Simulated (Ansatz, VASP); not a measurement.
Two plane-wave programs on CsCl

Contents of INCAR:

```
SYSTEM = CsCl
PREC = Accurate
ENCUT = 500
EDIFF = 1E-7
ISMEAR = 0
SIGMA = 0.01
LREAL = .False.
LASPH = .True.
NELM = 120
ALGO = Normal
ISIF = 3
LWAVE = .False.
LCHARG = .False.
GGA = PS
IBRION = 2
NSW = 100
EDIFFG = -0.002
GGA_COMPAT = .False.
NELMIN = 4
```

The input KPOINTS:

```
regular mesh
0
Gamma
  6 6 6
  0 0 0
```

File POSCAR:

```
CsCl
1.0
    4.1230000000      0.0000000000      0.0000000000
    0.0000000000      4.1230000000      0.0000000000
    0.0000000000      0.0000000000      4.1230000000
Cs Cl
1 1
Direct
    0.0000000000      0.0000000000      0.0000000000
    0.5000000000      0.5000000000      0.5000000000
```

Input for Ansatz:

```yaml
crystal:
  lattice:
    - [4.123, 0.0, 0.0]
    - [0.0, 4.123, 0.0]
    - [0.0, 0.0, 4.123]
  atoms:
    - { symbol: Cs, position: [0.0, 0.0, 0.0] }
    - { symbol: Cl, position: [0.5, 0.5, 0.5] }
kpoints:
  mp_grid: { grid: [6, 6, 6] }
scf:
  occupations: { method: fixed }
  initial_density: { chi_scale: 0.0 }
hamiltonian:
  xc: pbesol
  pseudopotentials: { kind: paw }
relax:
  f_tol: 0.002
  max_steps: 80
  cell: {}
output:
  forces: true
  stress: true
basis:
  ecutwfc: "600 eV"
```

Alike in both runs: task relaxation of cell and atoms; functional PBEsol; k mesh 6 × 6 × 6; no spin polarisation.

|  | VASP | Ansatz |
| --- | --- | --- |
| version | VASP 6.6.1 | Ansatz 0.2.0 |
| potentials or method | VASP PAW PBE potentials, release 64 (Cs_sv, Cl), cutoff 500 eV | PAW with Ansatz's default frozen-core files, scalar-relativistic |
| occupations | gaussian, width 0.01 eV | fixed |
| valence electrons in the cell | 16 | 16 |

```tsv
	VASP	Ansatz	Ansatz less VASP
relaxed volume (Å³/atom)	33.75	33.59	-0.155
relaxed cell length with the largest relative difference (Å)	4.072	4.065	-0.0063
```

VASP's potentials were made for PBE, not for PBEsol.

Neither program's run includes spin-orbit coupling.
